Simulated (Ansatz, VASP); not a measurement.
## Two plane-wave programs on Se

```xyz
4
Lattice="5.1621 0.0000 0.0000 0.0000 5.1621 0.0000 0.0000 0.0000 5.1621" Properties=species:S:1:pos:R:3 pbc="T T T"
Se    0.0000    2.5811    2.5811
Se    2.5811    0.0000    2.5811
Se    2.5811    2.5811    0.0000
Se    2.5811    2.5811    2.5811
```

Alike in both runs: functional PBE; k mesh 4 × 4 × 4; occupations gaussian, width 0.1 eV; no spin polarisation.

Ansatz relaxed the structure, and its values are those at the end. VASP's run is a single point on that final structure, the one shown.

|  | VASP | Ansatz |
| --- | --- | --- |
| version | VASP 6.6.1 | Ansatz 0.2.0 |
| potentials or method | VASP PAW PBE potentials, release 64 (Se), cutoff 520 eV | scalar-relativistic, plane waves, PAW |
| valence electrons in the cell | 24 | 64 |

|  | VASP | Ansatz | Ansatz less VASP |
| --- | --- | --- | --- |
| gap on the k mesh at the Fermi level (eV) | none | none | - |
| pressure (GPa) | 0.2 | 0.2 | -0.01 |

A gap of «none» marks a metal or a gap that the smearing closes. VASP's potentials hold 24 valence electrons a cell and Ansatz's 64, so a difference there can come from the potentials and not from the codes.
